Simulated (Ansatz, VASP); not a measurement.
## Cu3Pd in VASP and in Ansatz

```
Cu Pd
1.0
     3.69700    0.00000    0.00000
     0.00000    3.69700    0.00000
     0.00000    0.00000    3.65900
Cu Pd
3 1
Direct
  0.00000 0.50000 0.50000
  0.50000 0.00000 0.50000
  0.50000 0.50000 0.00000
  0.00000 0.00000 0.00000
```

Alike in both runs: task single point; functional LDA; k mesh 6 × 6 × 6; no spin polarisation.

|  | VASP | Ansatz |
| --- | --- | --- |
| version | VASP 6.6.1 | Ansatz 0.2.0 |
| potentials or method | VASP PAW LDA potentials, release 64 (Cu, Pd), cutoff 520 eV | plane waves, PAW |
| occupations | methfessel-paxton of order 1, width 0.1 eV | cold, width 0.1 eV |
| valence electrons in the cell | 43 | 75 |

|  | VASP | Ansatz | Ansatz less VASP |
| --- | --- | --- | --- |
| pressure (GPa) | -9.7 | -10.3 | -0.63 |
| traceless stress, the component that is largest in VASP (GPa) | 0.35 | 0.38 | +0.036 |

LDA's correlation is that of Perdew and Zunger in VASP and of Perdew and Wang (1992) in Ansatz. VASP's potentials hold 43 valence electrons a cell and Ansatz's 75, so a difference there can come from the potentials and not from the codes.
